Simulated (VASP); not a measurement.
Set up this calculation in VASP 6.6.1, as the native input.

| Property | Result |
| --- | --- |
| Task | relaxation of cell and atoms |
| Functional | PBE |
| Potentials or basis | VASP PAW PBE potentials, release 64 (Ga_d, S) |
| Cutoff | 600 eV |
| k mesh | 4 × 4 × 4 |
| Occupations | gaussian, width 0.1 eV |
| Spin | no spin polarisation |
| Dipole correction | no |
| Further INCAR settings | ALGO = Normal; EDIFF = 1e-06; IBRION = 2; EDIFFG = -0.04; NSW = 90; ISIF = 3 |

The structure of GaS5 lies in POSCAR:

```
GaS5
1.0
    4.7025079200      0.0000000000      0.0000000000
    0.0000000000      4.7025079200      0.0000000000
    0.0000000000      0.0000000000      6.2746660100
Ga S
1 5
Direct
    0.5000000000      0.5000000000      0.3222093600
    0.2216004000      0.5000000000      0.5809938000
    0.7783996000      0.5000000000      0.5809938000
    0.5000000000      0.2216004000      0.5809938000
    0.5000000000      0.7783996000      0.5809938000
    0.5000000000      0.5000000000      0.8055214500
```

The cell was generated, and may not be a known phase.

These files were run (other wordings do the same):

INCAR

```
SYSTEM = GaS5
PREC = Accurate ; ENCUT = 600
EDIFF = 1E-6 ; ISMEAR = 0
SIGMA = 0.1 ; LREAL = .FALSE.
LASPH = .TRUE. ; NELM = 100
ALGO = Normal ; ISIF = 3
LWAVE = .FALSE. ; LCHARG = .FALSE.
GGA = PE ; IBRION = 2
NSW = 90 ; EDIFFG = -0.04
```

KPOINTS

```
Automatic mesh
0
G
  4 4 4
  0 0 0
```

Potentials or basis: VASP PAW PBE potentials, release 64 (Ga_d, S).

Launch:

```console
$ cat potpaw_PBE.64/Ga_d/POTCAR potpaw_PBE.64/S/POTCAR > POTCAR
$ mpirun -np 1 vasp_std > vasp.out
```

It gave:

| Property | Result |
| --- | --- |
| Relaxed volume | 39.06 Å³/atom |
| Relaxed cell | a = 5.903 Å, b = 5.903 Å, c = 6.727 Å, α = 90.00°, β = 90.00°, γ = 90.00° |
| Space group after relaxing (to 0.1 Å) | P4mm (No. 99) |
| Pressure after relaxing | 0.0 GPa |
| Largest force after relaxing | 0.013 eV/Å |
| Band gap on the k mesh | zero (an odd number of electrons rules out a gap without spin polarisation) |

Caveat: the volume moved by over 15 % at a fixed basis, so the end points are rough; this functional lacks dispersion, which binds layers or chains, so the pressure and a relaxed spacing across them are unreliable; an odd number of electrons without spin polarisation forces a metal; a magnetic or distorted state may lie lower.

Run time: 43 min on 1 thread of AMD EPYC 7R13 Processor (Zen 3) (shared host), peak memory 0.29 GiB.
